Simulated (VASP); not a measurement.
Input of a VASP 6.6.1 run:

The input INCAR:

```
  PREC = Accurate
  ENCUT = 520
  EDIFF = 1E-7
  ISMEAR = 0
  SIGMA = 0.1
  LREAL = False
  LASPH = True
  NELM = 80
  ALGO = Normal
  ISIF = 2
  LWAVE = False
  LCHARG = True
  LDIPOL = True
  IDIPOL = 3
  DIPOL = 0.5 0.5 0.483
  GGA = RP
  LELF = True
  LVHAR = True
  LVACPOTAV = True
  NBANDS = 76
```

File KPOINTS:

```
regular mesh
0
Gamma
  6 12 1
```

The input POSCAR:

```
Rh8CO
1.0
    5.4496802796      0.0000000000      0.0000000000
   -1.3624200699      2.3597807823      0.0000000000
    0.0000000000      0.0000000000     26.8244679731
Rh C O
8 1 1
Direct
    0.3333333333      0.3333333333      0.3168748774
    0.8333333333      0.3333333333      0.3168748774
    0.6666666667      0.6666666667      0.3998149252
    0.1666666667      0.6666666667      0.3998149252
   -0.0009898546     -0.0009898546      0.4809551105
    0.5009773938      0.0009773938      0.4818545789
    0.3288333502      0.3288333502      0.5718882226
    0.8313435715      0.3313435715      0.5622896387
    0.3305894064      0.8305894064      0.6280393859
    0.3341467447      0.8341467447      0.6717470099
```

Potentials or basis: VASP PAW PBE potentials, release 64 (Rh_pv, C, O).

Run with:

```console
$ cat potpaw_PBE.64/Rh_pv/POTCAR potpaw_PBE.64/C/POTCAR potpaw_PBE.64/O/POTCAR > POTCAR
$ mpirun -np 1 vasp_std > vasp.out
```

Question: Estimate the largest force.

Answer: 0.740 eV/Å.

Question: Estimate the band gap on the k mesh.

Answer: Zero (bands 65 and 66 overlap by 1.39 eV).

Forces in eV/Å, atoms in the order of the input:
```
Rh   0.059  0.034  0.284
Rh  -0.058 -0.033  0.295
Rh  -0.086 -0.050 -0.517
Rh   0.087  0.050 -0.081
Rh  -0.005 -0.003  0.006
Rh   0.000  0.000  0.008
Rh   0.000  0.000  0.008
Rh  -0.002 -0.001  0.015
C   -0.004 -0.002 -0.740
O    0.010  0.006  0.722
```

Caveat: the PAW data sets were made with another functional, which shifts forces and pressure a little.
